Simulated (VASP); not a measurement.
Set up this calculation in VASP 6.6.1, as the native input.

* Task: single point
* Functional: PBE
* Potentials or basis: VASP PAW PBE potentials, release 64 (Al, Co)
* Cutoff: 520 eV
* k mesh: 6 × 6 × 6
* Occupations: gaussian, width 0.1 eV
* Spin: collinear spin, ferromagnetic start
* Starting moments: [0.0, 0.22] μB
* Dipole correction: no
* Further INCAR settings: ALGO = Normal; EDIFF = 1e-06; NBANDS = 17

The structure of AlCo lies in POSCAR:

```
AlCo
1.0
    2.8540248312      0.0000000000      0.0000000000
    0.0000000000      2.8540248312      0.0000000000
    0.0000000000      0.0000000000      2.8518680557
Al Co
1 1
Direct
    0.5000000000      0.5000000000      0.5000000000
    0.0000000000      0.0000000000      0.0000000000
```

These files were run (other wordings do the same):

INCAR

```
SYSTEM = AlCo
PREC     = Accurate       ! precision mode
ENCUT    = 520            ! plane-wave cutoff, eV
EDIFF    = 1E-6           ! SCF threshold, eV
ISMEAR   = 0              ! smearing method
SIGMA    = 0.1            ! smearing width, eV
LREAL    = .False.        ! projectors in reciprocal space
LASPH    = .True.         ! aspherical terms in the spheres
NELM     = 150            ! most SCF steps
ALGO     = Normal         ! electronic algorithm
ISIF     = 2              ! what is computed and relaxed
LWAVE    = .False.        ! write WAVECAR
LCHARG   = .False.        ! write CHGCAR
ISPIN    = 2              ! spin polarisation
MAGMOM   = 0 0.22         ! initial moments
LORBIT   = 11             ! projections on sites
LMAXMIX  = 4              ! l up to which the mixer works
GGA      = PE             ! functional
NBANDS   = 17             ! bands
```

KPOINTS

```
regular mesh
0
Gamma
  6 6 6
  0 0 0
```

Potentials or basis: VASP PAW PBE potentials, release 64 (Al, Co).

Launch:

```console
$ cat potpaw_PBE.64/Al/POTCAR potpaw_PBE.64/Co/POTCAR > POTCAR
$ mpirun -np 1 vasp_std > vasp.out
```

It gave:

```yaml
Pressure: -0.1 GPa
Band_gap_on_the_k_mesh: zero (filled and empty bands overlap)
Net_moment: 0.03 μB per cell
Site_moments: Al -0.00; Co +0.04 μB
Valence_electrons_inside_the_program's_atomic_spheres: Al 0.82; Co 8.44
```

Caveat: the k points lie up to 0.37 Å⁻¹ apart.

Wall time 11 s on 1 thread of Intel(R) Xeon(R) 6975P-C (Granite Rapids), on a shared host, peak memory 0.16 GiB.
